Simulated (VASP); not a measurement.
# ZnS (P1) in VASP: single point with PBE

Aim: the single point of ZnS with PBE.

All numbers are computed with VASP 6.6.1; they aren't measurements. Logs are shortened: lines on timing, memory, paths and dates and some standing lists are left out, and cuts for length are marked.

### Step 1. The cell of the first run

The typed cell holds 8 atoms: a = 3.849 Å, b = 3.849 Å, c = 11.120 Å, α = 98.29°, β = 81.71°, γ = 90.00°.

### Step 2. Single point, PBE

The input, INCAR:

```
PREC = Accurate ; ENCUT = 520
EDIFF = 1E-7 ; ISMEAR = 0
SIGMA = 0.05 ; LREAL = F
LASPH = T ; NELM = 60
ALGO = Normal ; ISIF = 2
LWAVE = F ; LCHARG = F
GGA = PE ; NBANDS = 46
```

The input, KPOINTS:

```
regular mesh
0
Gamma
  7 7 3
```

The input, POSCAR:

```
ZnS
1.0
   -2.7215639849     -2.7215639849      0.0000000000
    2.7215639849     -2.7215639849      0.0000000000
   -2.2681514250      0.0000000000     10.8862559397
Zn S
4 4
Direct
   -0.3906562500      1.3906562500      0.9375000000
    0.4218687500      0.5781312500      0.1875000000
   -0.1823062500      0.1823062500      0.4375000000
    0.2135187500      0.7864812500      0.6875000000
    0.3697812500      0.1302187500      0.3125000000
   -0.2343937500      0.7343937500      0.5625000000
    0.1614312500      0.3385687500      0.8125000000
   -0.0260437500      0.5260437500      0.0625000000
```

Potentials or basis: VASP PAW PBE potentials, release 64 (Zn, S).

The run is started by

```
$ cat potpaw_PBE.64/Zn/POTCAR potpaw_PBE.64/S/POTCAR > POTCAR
$ mpirun -np 1 vasp_std > vasp.out
```

OUTCAR:

```text
PREC = Accurate
   ENCUT = 520
   EDIFF = 1E-7
   ISMEAR = 0
   LREAL = F
   LASPH = T
   NELM = 60
   ISIF = 2
   GGA = PE

 ion  position               nearest neighbor table
   1  0.609  0.391  0.938-   8 2.13   7 2.36   7 2.36   8 2.64   2 2.76
   2  0.422  0.578  0.188-   5 2.36   8 2.36   8 2.36   5 2.36   1 2.76
   3  0.818  0.182  0.438-   5 2.36   6 2.36   6 2.36   5 2.36
   4  0.214  0.786  0.688-   6 2.36   7 2.36   6 2.36   7 2.36
   5  0.370  0.130  0.312-   3 2.36   2 2.36   2 2.36   3 2.36
   6  0.766  0.734  0.562-   3 2.36   4 2.36   3 2.36   4 2.36
   7  0.161  0.339  0.812-   1 2.36   4 2.36   4 2.36   1 2.36   8 2.76
   8  0.974  0.526  0.062-   1 2.13   2 2.36   2 2.36   1 2.64   7 2.76

  LATTYP: Found a base centered monoclinic cell.
 ALAT       =     5.4431279698
 B/A-ratio  =     1.0000000000
 C/A-ratio  =     2.0429485774
 COS(beta)  =    -0.2039698917

  Lattice vectors:

 A1 = (   2.7215639849,  -2.7215639849,   0.0000000000)
 A2 = (   2.7215639849,   2.7215639849,   0.0000000000)
 A3 = (  -2.2681514250,   0.0000000000,  10.8862559397)

Analysis of symmetry for initial positions (statically):
=====================================================================
 Subroutine PRICEL returns:
 Original cell was already a primitive cell.

 Routine SETGRP: Setting up the symmetry group for a
 base centered monoclinic supercell.

 Subroutine GETGRP returns: Found  1 space group operations
 (whereof  1 operations were pure point group operations)
 out of a pool of  4 trial point group operations.

The static configuration has the point symmetry C_1 .

Analysis of symmetry for dynamics (positions and initial velocities):
=====================================================================
 Subroutine PRICEL returns:
 Original cell was already a primitive cell.

 Routine SETGRP: Setting up the symmetry group for a
 base centered monoclinic supercell.

 Subroutine GETGRP returns: Found  1 space group operations
 (whereof  1 operations were pure point group operations)
 out of a pool of  4 trial point group operations.

The dynamic configuration has the point symmetry C_1 .

 Subroutine INISYM returns: Found  1 space group operations
 (whereof  1 operations are pure point group operations),
 and found     1 'primitive' translations

----------------------------------------------------------------------------------------

                                     Primitive cell

  volume of cell :     161.2670

  direct lattice vectors                    reciprocal lattice vectors
    -2.721563985 -2.721563985  0.000000000    -0.183717893 -0.183717893 -0.038277623
     2.721563985 -2.721563985  0.000000000     0.183717893 -0.183717893  0.038277623
    -2.268151425  0.000000000 10.886255940     0.000000000  0.000000000  0.091858946

  length of vectors
     3.848872698  3.848872698 11.120030543     0.262620838  0.262620838  0.091858946

  position of ions in fractional coordinates (direct lattice)
     0.609343750  0.390656250  0.937500000
     0.421868750  0.578131250  0.187500000
     0.817693750  0.182306250  0.437500000
     0.213518750  0.786481250  0.687500000
     0.369781250  0.130218750  0.312500000
     0.765606250  0.734393750  0.562500000
     0.161431250  0.338568750  0.812500000
     0.973956250  0.526043750  0.062500000

  ion indices of the primitive-cell ions
   primitive index   ion index
                 1           1
                 2           2
                 3           3
                 4           4
                 5           5
                 6           6
                 7           7
                 8           8

----------------------------------------------------------------------------------------

 KPOINTS: regular mesh

Automatic generation of k-mesh.
 Grid dimensions read from file:
 generate k-points for:    7    7    3

 Generating k-lattice:

  Cartesian coordinates                     Fractional coordinates (reciprocal lattice)
    -0.026245413 -0.026245413 -0.005468232     0.142857143  0.000000000  0.000000000
     0.026245413 -0.026245413  0.005468232     0.000000000  0.142857143 -0.000000000
     0.000000000  0.000000000  0.030619649     0.000000000  0.000000000  0.333333333

  Length of vectors
     0.037517263  0.037517263  0.030619649

  Shift w.r.t. Gamma in fractional coordinates (k-lattice)
     0.000000000  0.000000000  0.000000000

 Subroutine IBZKPT returns following result:
 ===========================================

 Found     74 irreducible k-points:

 Following reciprocal coordinates:
            Coordinates               Weight
  0.000000  0.000000  0.000000      1.000000
  0.142857  0.000000  0.000000      2.000000
  0.000000  0.142857 -0.000000      2.000000
  0.285714  0.000000  0.000000      2.000000
  0.000000  0.285714 -0.000000      2.000000
  0.428571  0.000000 -0.000000      2.000000
[... 16 lines left out ...]
 -0.285714  0.285714 -0.000000      2.000000
  0.428571  0.428571  0.000000      2.000000
 [... further k-points ...]
   k-points           NKPTS =     74   k-points in BZ     NKDIM =     74   number of bands    NBANDS=     46
   number of dos      NEDOS =    301   number of ions     NIONS =      8
   total plane-waves  NPLWV =  75600
   dimension x,y,z NGX =    30 NGY =   30 NGZ =   84
   dimension x,y,z NGXF=    60 NGYF=   60 NGZF=  168
   ions per type =               4   4
   NGX,Y,Z   is equivalent  to a cutoff of  12.96, 12.96, 12.56 a.u.
   NGXF,Y,Z  is equivalent  to a cutoff of  25.92, 25.92, 25.12 a.u.
 SYSTEM =  unknown system
   PREC   = accura    normal or accurate (medium, high low for compatibility)
   ISTART =      0    job   : 0-new  1-cont  2-samecut
   ICHARG =      2    charge: 1-file 2-atom 10-const
   ISPIN  =      1    spin polarized calculation?
   LNONCOLLINEAR =      F non collinear calculations
   LSORBIT =      F    spin-orbit coupling
   LASPH  =      T    aspherical Exc in radial PAW
   ENCUT  =  520.0 eV  38.22 Ry    6.18 a.u.   7.16  7.16 20.68*2*pi/ulx,y,z
   NELM   =     60;   NELMIN=  2; NELMDL= -5     # of ELM steps
   EDIFF  = 0.1E-06   stopping-criterion for ELM
   LREAL  =      F    real-space projection
   EDIFFG = 0.1E-05   stopping-criterion for IOM
   NSW    =      0    number of steps for IOM
   IBRION =     -1    ionic relax: 0-MD 1-quasi-New 2-CG
   NFREE  =      0    steps in history (QN), initial steepest desc. (CG)
   ISIF   =      2    stress and relaxation
   ISYM   =      2    0-nonsym 1-usesym 2-fastsym
   POTIM  = 0.5000    time-step for ionic-motion
   TEBEG  =    0.0;   TEEND  =   0.0 temperature during run
   PSTRESS=    0.0 pullay stress
   NELECT =      72.0000    total number of electrons
   NUPDOWN=      -1.0000    fix difference up-down
   EMIN   =  10.00;   EMAX   =-10.00  energy-range for DOS
   EFERMI =   0.00;   METHOD = LEGACY
   ISMEAR =     0;   SIGMA  =   0.05  broadening in eV -4-tet -1-fermi 0-gaus
   EFERMI_NEDOS =   21; number of points for ismear=-14 and -15
   IALGO  =     38    algorithm
   IMIX   =      4    mixing-type and parameters
     AMIX     =   0.40;   BMIX     =  1.00
     AMIX_MAG =   1.60;   BMIX_MAG =  1.00
  volume/ion in A,a.u.               =      20.16       136.04
  Fermi-wavevector in a.u.,A,eV,Ry     =   1.251230  2.364482 21.300959  1.565576
  Thomas-Fermi vector in A             =   2.385187
   LORBIT       =      0    0 simple, 1 ext, 2 COOP (PROOUT), +10 PAW based schemes
   GGA     = PE    functional components
   LHFCALC =     F    Hartree Fock is set to
   AEXX    =    0.0000 exact exchange contribution
   IVDW    =     0    specifies the selected vdW correction
   LEPSILON=     F    determine dielectric tensor
   LRPA    =     F    only Hartree local field effects (RPA)
 non-spin polarized calculation
 Gauss-broadening in eV      SIGMA  =   0.05
  energy-cutoff  :      520.00
  volume of cell :      161.27
 maximum number of plane-waves:      4362
 NGX is ok and might be reduce to    30
   NGX = 15   NGY = 15   NGZ = 41

 number of electron      72.0000040 magnetization

 Free energy of the ion-electron system (eV)
  ---------------------------------------------------
  ext. energy  EPLUGINS =         0.00000000
  ---------------------------------------------------
  free energy    TOTEN  =       -25.05321641 eV

  energy without entropy =      -25.05321641  energy(sigma->0) =      -25.05321641

 E-fermi :   2.7099     XC(G=0):  -9.5121

 val. band max:        2.4640506659   @ k =   0.0000   0.0000   0.0000
 cond. band min:       3.0284060039   @ k =   0.0000   0.0000   0.0000
 fundamental gap:      0.5643553380
 Fermi energy:         2.7098920723

 k-point     1 :       0.0000    0.0000    0.0000
  band No.  band energies     occupation
      1     -11.4488      2.00000
      2     -10.6153      2.00000
      3     -10.3941      2.00000
      4      -9.7005      2.00000
      5      -5.2956      2.00000
      6      -5.1924      2.00000
[... 38 lines left out ...]
     45       8.5820      0.00000
     46       9.0965      0.00000

 k-point     2 :       0.1429    0.0000    0.0000
  band No.  band energies     occupation
      1     -11.3419      2.00000
      2     -10.5534      2.00000
      3     -10.3197      2.00000
      4      -9.7102      2.00000
      5      -5.2431      2.00000
      6      -5.1285      2.00000
[... 38 lines left out ...]
     45       8.4680      0.00000
     46       8.7529      0.00000

 k-point     3 :       0.0000    0.1429   -0.0000
  band No.  band energies     occupation
      1     -11.3876      2.00000
      2     -10.5619      2.00000
      3     -10.3110      2.00000
      4      -9.6987      2.00000
      5      -5.2922      2.00000
      6      -5.1789      2.00000
[... 1018 lines left out ...]
     45       9.1623      0.00000
     46       9.3129      0.00000

 k-point    24 :       0.4286    0.4286    0.0000
  band No.  band energies     occupation
      1     -10.5479      2.00000
      2      -9.8272      2.00000
      3      -9.7861      2.00000
      4      -9.6759      2.00000
      5      -5.2979      2.00000
      6      -4.9336      2.00000
[... 38 lines left out ...]
     45       9.2539      0.00000
     46      10.3812      0.00000

 [... further k-points ...]

------------------------ aborting loop because EDIFF is reached ----------------------------------------

  FORCE on cell =-STRESS in cart. coord.  units (eV):
  Direction    XX          YY          ZZ          XY          YZ          ZX
  --------------------------------------------------------------------------------------
  -------------------------------------------------------------------------------------
  Total        0.2395926      0.4087974     10.4922019     -0.8418403     -0.0701024      1.8975694
  in kB        2.3803366      4.0613746    104.2393245     -8.3636272     -0.6964627     18.8522248
  external PRESSURE =      36.8936785 kB  Pullay stress =       0.0000000 kB

 VOLUME and BASIS-vectors are now :
 -----------------------------------------------------------------------------
  energy-cutoff  :      520.00
  volume of cell :      161.27
      direct lattice vectors                 reciprocal lattice vectors
    -2.721563985 -2.721563985  0.000000000    -0.183717893 -0.183717893 -0.038277623
     2.721563985 -2.721563985  0.000000000     0.183717893 -0.183717893  0.038277623
    -2.268151425  0.000000000 10.886255940     0.000000000  0.000000000  0.091858946

 POSITION                                       TOTAL-FORCE (eV/Angst)
 -----------------------------------------------------------------------------------
     -2.72156     -2.72156     10.20586         0.730348      1.036357     -1.417448
      0.00000     -2.72156      2.04117        -0.174369     -0.206038      0.976564
     -2.72156     -2.72156      4.76274        -0.023710     -0.030362     -0.033952
      0.00000     -2.72156      7.48430        -0.018417     -0.102237     -0.341114
     -1.36078     -1.36078      3.40195         0.096788      0.109825      0.039374
     -1.36078     -4.08235      6.12352        -0.052647     -0.004510      0.015776
     -1.36078     -1.36078      8.84508        -0.881498     -0.274640     -2.128608
     -1.36078     -4.08235      0.68039         0.323505     -0.528394      2.889408
 -----------------------------------------------------------------------------------
    total drift:                               -0.000168      0.000050     -0.000012

  FREE ENERGIE OF THE ION-ELECTRON SYSTEM (eV)
  ---------------------------------------------------
  free  energy   TOTEN  =       -25.0532164123 eV

  energy  without entropy=      -25.0532164123  energy(sigma->0) =      -25.05321641
```

Wall time 11 min (1 thread of Intel Xeon Platinum 8259CL at 2.50GHz (Skylake/Cascade Lake), shared host); peak memory 0.53 GiB.

Results:

```yaml
Free_energy: -25.0532 eV
Pressure: 3.7 GPa
Largest_force: 2.955 eV/Å
Band_gap_on_the_k_mesh: 0.56 eV
```

Forces in eV/Å, atoms in the order of the input:
```
Zn   0.730  1.036 -1.417
Zn  -0.174 -0.206  0.977
Zn  -0.024 -0.030 -0.034
Zn  -0.018 -0.102 -0.341
S    0.097  0.110  0.039
S   -0.053 -0.005  0.016
S   -0.881 -0.275 -2.129
S    0.324 -0.528  2.889
```

Caveat: the cell stands under pressure; an odd mesh through Γ misses points on the zone boundary, where band edges can lie; forces of over 1 eV/Å act on the atoms, so gaps and moduli don't describe the material at rest.
